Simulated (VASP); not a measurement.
Input of a VASP 6.6.1 run:

Contents of INCAR:

```
  ALGO = Normal
  EDIFF = 1E-6
  ENCUT = 520
  GGA = PS
  ISIF = 2
  ISMEAR = 0
  LASPH = T
  LCHARG = F
  LREAL = F
  LWAVE = F
  NBANDS = 11
  NELM = 60
  PREC = Accurate
  SIGMA = 0.01
```

The input KPOINTS:

```
k-points
0
Gamma
  8 8 8
```

Contents of POSCAR:

```
BAs
1.0
    0.0000000000      2.3480091269      2.3480091269
    2.3480091269      0.0000000000      2.3480091269
    2.3480091269      2.3480091269      0.0000000000
B As
1 1
Direct
    0.0000000000      0.0000000000      0.0000000000
    0.2500000000      0.2500000000      0.2500000000
```

Potentials or basis: VASP PAW PBE potentials, release 64 (B, As).

Run with:

```sh
$ cat potpaw_PBE.64/B/POTCAR potpaw_PBE.64/As/POTCAR > POTCAR
$ mpirun -np 1 vasp_std > vasp.out
```

Predict the band gap on the k mesh.

1.04 eV, indirect (least direct gap 3.31 eV).

What does it give for the pressure?

8.1 GPa.

Caveat: the PAW data sets were made with another functional, which shifts forces and pressure a little. A k mesh can miss the band edges.
